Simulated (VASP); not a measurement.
Set up this calculation in VASP 6.6.1, as the native input.

```
Task                   : single point
Functional             : PBE
Potentials or basis    : VASP PAW PBE potentials, release 64 (Cu, O)
Cutoff                 : 520 eV
k mesh                 : 14 × 14 × 14
Occupations            : gaussian, width 0.15 eV
Spin                   : no spin polarisation
Dipole correction      : no
Further INCAR settings : ALGO = Normal; EDIFF = 1e-07; NBANDS = 30
```

The structure of Cu3O2 lies in POSCAR:

```
Cu3O2
1.0
   -2.0130000000      2.0130000000      3.7686000000
    2.0130000000     -2.0130000000      3.7686000000
    2.0130000000      2.0130000000     -3.7686000000
Cu O
3 2
Direct
    0.2500000000      0.7500000000      0.5000000000
    0.7500000000      0.2500000000      0.5000000000
    0.0000000000      0.0000000000      0.0000000000
    0.0000000000      0.5000000000      0.5000000000
    0.5000000000      0.0000000000      0.5000000000
```

One way to write it, as run:

INCAR

```
SYSTEM = Cu3O2
  PREC = Accurate
  ENCUT = 520
  EDIFF = 1E-7
  ISMEAR = 0
  SIGMA = 0.15
  LREAL = .FALSE.
  LASPH = .TRUE.
  NELM = 80
  ALGO = Normal
  ISIF = 2
  LWAVE = .FALSE.
  LCHARG = .FALSE.
  GGA = PE
  NBANDS = 30
```

KPOINTS

```
regular mesh
0
G
  14 14 14
  0 0 0
```

Potentials or basis: VASP PAW PBE potentials, release 64 (Cu, O).

Run with:

```bash
$ cat potpaw_PBE.64/Cu/POTCAR potpaw_PBE.64/O/POTCAR > POTCAR
$ mpirun -np 1 vasp_std > vasp.out
```

Results of the run:

* Pressure: -2.7 GPa
* Band gap on the k mesh: zero (an odd number of electrons rules out a gap without spin polarisation)

Caveat: the stress differs along the axes, from -9 to 0 GPa.

Wall time 5.1 min on 1 thread of Intel(R) Xeon(R) 6975P-C (Granite Rapids), with other jobs on the host, peak memory 0.47 GiB.
